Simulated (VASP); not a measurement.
Here is a VASP 6.6.1 calculation.

File INCAR:

```
PREC = Accurate ; ENCUT = 520
EDIFF = 1E-7 ; ISMEAR = 0
SIGMA = 0.05 ; LREAL = False
LASPH = True ; NELM = 60
ALGO = Normal ; ISIF = 2
LWAVE = False ; LCHARG = True
GGA = PE ; LELF = True
LVHAR = True ; NBANDS = 43
```

File KPOINTS:

```
regular mesh
0
Gamma
  7 7 3
```

Contents of POSCAR:

```
HfO2
1.0
    2.5488057606     -2.5488057606      0.0000000000
    2.5488057606      0.0000000000     -2.5488057606
    5.6073726733      4.5878503691      5.0976115212
Hf O
3 6
Direct
   -0.1416700000      0.0000000000      0.7083500000
    0.2583300000      0.3333333333      0.3750166667
    0.6583300000      0.6666666667      0.0416833333
    0.6083300000      0.6666666667      0.2916833333
    0.8083300000      0.0000000000      0.9583500000
    0.2083300000      0.3333333333      0.6250166667
    0.5083300000      0.6666666667      0.7916833333
    0.9083300000      1.0000000000      0.4583500000
    0.3083300000      0.3333333333      0.1250166667
```

Potentials or basis: VASP PAW PBE potentials, release 64 (Hf_pv, O).

The run is started by

```sh
$ cat potpaw_PBE.64/Hf_pv/POTCAR potpaw_PBE.64/O/POTCAR > POTCAR
$ mpirun -np 1 vasp_std > vasp.out
```

Q: What does it give for the pressure?

A: 11.3 GPa.

Q: Estimate the largest force.

A: 13.355 eV/Å.

Q: Predict the band gap on the k mesh.

A: 3.47 eV, indirect (least direct gap 3.80 eV).

Stress tensor (GPa, compression positive):
```
 -2.91  -4.60 -12.49
 -4.60  20.42  12.84
-12.49  12.84  16.36
```

Caveat: spin-orbit coupling is left out, which moves the levels of the heavy elements; forces of over 1 eV/Å act on the atoms, so gaps and moduli don't describe the material at rest. As with any semilocal functional, this PBE gap is likely too small.
